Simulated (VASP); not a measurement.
Si2Ge3: relaxation of cell and atoms with PBE

Si2Ge3:

```
Si Ge
1.0
     2.75621    0.00000    0.00000
    -1.37811    2.38695    0.00000
     0.00000    0.00000   13.64328
Si Ge
2 3
Direct
  0.00000 0.00000 0.90437
  0.00000 0.00000 0.09563
  0.00000 0.00000 0.29360
  0.00000 0.00000 0.50000
  0.00000 0.00000 0.70640
```

- Program: VASP 6.6.1
- Task: relaxation of cell and atoms
- Functional: PBE
- Potentials or basis: VASP PAW PBE potentials, release 64 (Si, Ge_d)
- Cutoff: 600 eV
- k mesh: 18 × 18 × 4
- Occupations: gaussian, width 0.1 eV
- Spin: no spin polarisation
- Dipole correction: no
- Further INCAR settings: ALGO = Normal; EDIFF = 1e-06; IBRION = 2; EDIFFG = -0.01; NSW = 100; ISIF = 3

| Property | Result |
| --- | --- |
| Relaxed volume | 17.69 Å³/atom |
| Relaxed cell | a = 2.801 Å, b = 2.801 Å, c = 13.023 Å, α = 90.00°, β = 90.00°, γ = 120.00° |
| Space group after relaxing (to 0.1 Å) | P6/mmm (No. 191) |
| Energy gained by relaxing | 29.9 meV/atom |
| Ionic steps | 14 |
| Pressure after relaxing | 0.0 GPa |

Forces on the atoms (eV/Å):
```
Si   0.000  0.000 -0.002
Si   0.000  0.000  0.002
Ge   0.000  0.000  0.002
Ge   0.000  0.000  0.000
Ge   0.000  0.000 -0.002
```

Step by step:
| step | energy change (eV) | largest force (eV/Å) | pressure (GPa) | volume (Å³) |
| --- | --- | --- | --- | --- |
| 1 | 0.0000 | 0.1739 | -0.96 | 89.76 |
| 2 | -0.1449 | 0.1153 | -0.05 | 88.27 |
| 3 | -0.1452 | 0.1144 | -0.04 | 88.19 |
| 4 | -0.1452 | 0.1149 | -0.05 | 88.22 |
| 5 | -0.1469 | 0.0961 | 0.11 | 88.16 |
| 6 | -0.1489 | 0.0570 | 0.18 | 88.00 |
| 7 | -0.1497 | 0.0063 | 0.05 | 88.38 |
| 8 | -0.1497 | 0.0072 | 0.10 | 88.37 |
| 9 | -0.1496 | 0.0062 | -0.17 | 88.61 |
| 10 | -0.1497 | 0.0033 | 0.05 | 88.43 |
| 11 | -0.1497 | 0.0028 | -0.21 | 88.49 |
| 12 | -0.1497 | 0.0026 | 0.11 | 88.45 |
| 13 | -0.1497 | 0.0029 | -0.15 | 88.47 |
| 14 | -0.1497 | 0.0021 | 0.01 | 88.46 |

Final structure:
```xyz
5
Lattice="2.8006 0.0000 0.0000 -1.4003 2.4253 0.0000 0.0000 0.0000 13.0234" Properties=species:S:1:pos:R:3 pbc="T T T"
Si    0.0000    0.0000   11.8011
Si    0.0000    0.0000    1.2223
Ge    0.0000    0.0000    3.7880
Ge    0.0000    0.0000    6.5117
Ge    0.0000    0.0000    9.2354
```

Levels at points of the mesh, in eV from the Fermi level:
```tsv
k point	band 22	band 23	band 24	band 25	band 26	band 27	band 28	band 29
(0.00, 0.00, 0.00)	-4.63	0.89	0.93	7.29	8.29	8.29	8.90	9.35
(0.50, 0.00, 0.00)	-5.06	-4.04	-3.32	-2.82	-0.45	0.17	3.38	4.13
(0.00, 0.00, 0.50)	-2.18	-2.15	3.81	4.92	8.31	8.31	9.08	9.08
(0.50, 0.00, 0.50)	-4.20	-4.15	-3.02	-2.44	-1.98	2.42	2.52	2.75
```

Run time: 37 min on 1 thread of Intel(R) Xeon(R) Platinum 8259CL CPU @ 2.50GHz (Skylake/Cascade Lake), with other jobs on the host, peak memory 0.47 GiB.

Caveat: the highest band is partly filled, so the run has too few bands.
